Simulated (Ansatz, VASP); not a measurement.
Two plane-wave programs on Hf3TiN4

```
Hf Ti N
1.0
     3.17618    0.00000    0.00000
     0.00000    3.17618    0.00000
     0.00000    0.00000    8.97841
Hf Ti N
3 1 4
Direct
  0.50000 0.50000 0.24014
  0.00000 0.00000 0.50000
  0.50000 0.50000 0.75986
  0.00000 0.00000 0.00000
  0.00000 0.00000 0.24617
  0.50000 0.50000 0.50000
  0.00000 0.00000 0.75383
  0.50000 0.50000 0.00000
```

Alike in both runs: task single point; functional PBE; k mesh 6 × 6 × 2; occupations gaussian, width 0.1 eV; collinear spin.

|  | VASP | Ansatz |
| --- | --- | --- |
| version | VASP 6.6.1 | Ansatz 0.2.0 |
| potentials or method | VASP PAW PBE potentials, release 64 (Hf_pv, Ti_sv, N), cutoff 520 eV | scalar-relativistic, plane waves, PAW |
| valence electrons in the cell | 62 | 110 |

Ansatz gave:

* gap on the k mesh at the Fermi level (eV): none
* pressure (GPa): -0.1
* traceless stress, the component that is largest in VASP (GPa): 0.33
* rms of the force components (eV/Å): 0.013
* net moment per atom (μB): 0.00

Q: Estimate VASP's values.

A: gap on the k mesh at the Fermi level (eV): none; pressure (GPa): -1.9; traceless stress, the component that is largest in VASP (GPa): 0.39; rms of the force components (eV/Å): 0.023; net moment per atom (μB): 0.00.

Atom by atom the forces differ by 0.018 eV/Å (rms over components). A gap of «none» marks a metal or a gap that the smearing closes. With one functional, cell and mesh, what is left measures potentials, basis and numerics. VASP's potentials hold 62 valence electrons a cell and Ansatz's 110, so a difference there can come from the potentials and not from the codes. Ansatz's warnings: seeded moment not kept.

Spin-orbit coupling is off throughout.
